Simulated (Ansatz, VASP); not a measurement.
PtS2 in VASP and in Ansatz

```xyz
6
Lattice="3.5415 0.0000 0.0000 -1.7708 3.0671 0.0000 0.0000 0.0000 22.4671" Properties=species:S:1:pos:R:3 pbc="T T T"
S     1.7708    1.0224    4.5000
S     0.0000    2.0447    6.9835
S     0.0000    4.0894   10.6735
S    -1.7708    5.1118   13.1571
Pt    0.0000    0.0000    5.7418
Pt   -1.7708    3.0671   11.9153
```

Alike in both runs: task single point; functional PBE; dispersion D3(BJ); k mesh 9 × 9 × 1; occupations gaussian, width 0.05 eV; no spin polarisation.

```csv
,VASP,Ansatz
version,VASP 6.6.1,Ansatz 0.2.0
potentials or method,"VASP PAW PBE potentials, release 64 (S, Pt), cutoff 520 eV","scalar-relativistic, plane waves, PAW"
valence electrons in the cell,44,60
```

VASP gave:

| Item | Value |
| --- | --- |
| gap on the k mesh at the Fermi level (eV) | 1.58 |
| least direct gap on the mesh (eV) | 1.68 |
| rms of the force components (eV/Å) | 0.027 |

Question: Which values does Ansatz return?

Answer: gap on the k mesh at the Fermi level (eV): 1.57; least direct gap on the mesh (eV): 1.67; rms of the force components (eV/Å): 0.031.

VASP's potentials hold 44 valence electrons a cell and Ansatz's 60, so a difference there can come from the potentials and not from the codes.

Neither program's run includes spin-orbit coupling.
